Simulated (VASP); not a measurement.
## Fe: single point with r2SCAN

Crystal: Fe.

```xyz
1
Lattice="0.0000 1.8238 1.8238 1.8238 0.0000 1.8238 1.8238 1.8238 0.0000" Properties=species:S:1:pos:R:3 pbc="T T T"
Fe    0.0000    0.0000    0.0000
```

This isn't the form of Fe at room conditions, which is bcc.

```json
{
 "Program": "VASP 6.6.1",
 "Task": "single point",
 "Functional": "r2SCAN",
 "Potentials or basis": "VASP PAW PBE potentials, release 64 (Fe)",
 "Cutoff": "520 eV",
 "k mesh": "20 × 20 × 20",
 "Occupations": "gaussian, width 0.05 eV",
 "Spin": "collinear spin, ferromagnetic start",
 "Starting moments": "[3.22] μB",
 "Dipole correction": "no",
 "Further INCAR settings": "ALGO = Normal; EDIFF = 1e-06; NBANDS = 14"
}
```

The pressure is -0.4 GPa. The net moment is 2.80 μB per cell and the site moments are Fe +2.86 μB. The valence electrons inside the program's atomic spheres are Fe 7.14.

Levels at points of the mesh, in eV from the Fermi level:
Spin up:
| k point | band 2 | band 3 | band 4 | band 5 | band 6 | band 7 | band 8 | band 9 |
| --- | --- | --- | --- | --- | --- | --- | --- | --- |
| (0.00, 0.00, 0.00) | -3.47 | -3.47 | -3.47 | -2.59 | -2.59 | 22.36 | 26.28 | 26.28 |
| (0.50, 0.00, 0.00) | -3.66 | -3.66 | -1.64 | -1.64 | -0.45 | 5.45 | 20.92 | 23.77 |
| (0.50, 0.50, 0.00) | -5.28 | -1.83 | -1.34 | -1.34 | 2.23 | 8.79 | 14.09 | 14.09 |
Spin down:
```
           k point  band 1  band 2  band 3  band 4  band 5  band 6  band 7  band 8
(0.00, 0.00, 0.00)   -9.36    0.05    0.05    0.05    2.05    2.05   21.57   27.36
(0.50, 0.00, 0.00)   -3.89   -0.91    0.21    0.21    2.70    2.70    7.89   20.29
(0.50, 0.50, 0.00)   -3.38   -2.62    2.03    2.70    2.70    2.98   11.04   14.93
```

It took 4.7 min on 1 thread of AMD EPYC 7R13 Processor (Zen 3) (shared host), peak memory 0.16 GiB.

Caveat: the PAW data sets were made with another functional, which shifts forces and pressure a little.
